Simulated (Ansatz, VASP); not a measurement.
MgO in VASP and in Ansatz

```xyz
2
Lattice="0.0000 2.0837 2.0837 2.0837 0.0000 2.0837 2.0837 2.0837 0.0000" Properties=species:S:1:pos:R:3 pbc="T T T"
Mg    0.0000    0.0000    0.0000
O     2.0837    2.0837    2.0837
```

Alike in both runs: task single point; functional PBE; k mesh 10 × 10 × 10; occupations gaussian, width 0.02 eV; no spin polarisation.

```csv
,VASP,Ansatz
version,VASP 6.6.1,Ansatz 0.2.0
potentials or method,"VASP PAW PBE potentials, release 64 (Mg, O), cutoff 600 eV","scalar-relativistic, all-electron LAPW"
```

|  | VASP | Ansatz | Ansatz less VASP |
| --- | --- | --- | --- |
| gap on the k mesh at the Fermi level (eV) | 5.05 | 5.05 | +0.009 |
| least direct gap on the mesh (eV) | 5.05 | 5.05 | +0.009 |
| pressure (GPa) | 9.4 | 10.5 | +1.04 |

Ansatz ran all-electron here, and VASP with PAW potentials.
